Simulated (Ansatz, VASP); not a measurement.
# One calculation of As, two programs

```
As
1.0
     1.91851    1.10765    3.34634
    -1.91851    1.10765    3.34634
     0.00000   -2.21531    3.34634
As
2
Direct
  0.22754 0.22754 0.22754
  0.77246 0.77246 0.77246
```

Change from the starting cell: z stretched by -4 % at fixed volume, crystal datasets.

Alike in both runs: task electric field gradients; functional PBE; k mesh 13 × 13 × 13; occupations fermi-dirac, width 0.05 eV; no spin polarisation.

|  | VASP | Ansatz |
| --- | --- | --- |
| version | VASP 6.6.1 | Ansatz 0.2.0 |
| potentials or method | VASP PAW PBE potentials, release 64 (As), cutoff 520 eV | all-electron PAW with datasets made for the crystal, scalar-relativistic |

|  | VASP | Ansatz | Ansatz less VASP |
| --- | --- | --- | --- |
| pressure (GPa) | 2.8 | 2.5 | -0.27 |
| traceless stress, the component that is largest in VASP (GPa) | 1.69 | 1.80 | +0.110 |
| rms of the force components (eV/Å) | 0.241 | 0.212 | -0.0285 |
| size of Vzz on the site where it differs most (V/Å²) | 57.4 | 61.0 | +3.55 |

Atom by atom the forces differ by 0.029 eV/Å (rms over components). Ansatz ran all-electron here, and VASP with PAW potentials.
